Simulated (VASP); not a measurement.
SbS2Cl6F, 10 atoms in the cell. It takes space group Immm (No. 71, orthorhombic). Conventional cell: a = 6.927 Å, b = 8.090 Å, c = 9.011 Å, α = 90.00°, β = 90.00°, γ = 90.00°. F (site symmetry mmm) has 2 S at 1.76 Å within 2.3 Å. Within 2.3 Å of S (site symmetry m2m) lie 1 F at 1.76 Å. Cl (site symmetry m2m) has 1 Sb at 2.38 Å within 3.1 Å. Cl (site symmetry m) has 1 Sb at 2.40 Å and 1 F at 3.31 Å and 2 S at 3.33 Å and 5 Cl at 3.35 to 3.49 Å within 3.5 Å. Sb (site symmetry mmm) has 6 Cl at 2.38 to 2.40 Å within 3.1 Å. 

| Property | Result |
| --- | --- |
| Program | VASP 6.6.1 |
| Task | single point |
| Functional | r2SCAN |
| Potentials or basis | VASP PAW PBE potentials, release 64 (F, S, Cl, Sb) |
| Cutoff | 520 eV |
| k mesh | 4 × 4 × 4 |
| Occupations | fermi-dirac, width 0.1 eV |
| Spin | no spin polarisation |
| Dipole correction | no |
| Further INCAR settings | ALGO = Normal; EDIFF = 1e-07; NBANDS = 44 |

Potentials or basis: VASP PAW PBE potentials, release 64 (F, S, Cl, Sb).

Launch:

```bash
$ cat potpaw_PBE.64/F/POTCAR potpaw_PBE.64/S/POTCAR potpaw_PBE.64/Cl/POTCAR potpaw_PBE.64/Sb/POTCAR > POTCAR
$ cp INCAR.step1 INCAR
$ mpirun -np 1 vasp_std > vasp.out
$ cp INCAR.step2 INCAR
$ mpirun -np 1 vasp_std > vasp.out
```

Hardware: 1 thread of AMD EPYC 7R43 64-Core Processor (Zen 3) (shared host).

Q: Estimate the wall time of this run.

A: Run time: 37 min on 1 thread of AMD EPYC 7R43 64-Core Processor (Zen 3) (shared host), peak memory 0.45 GiB. Counts: k points 18.
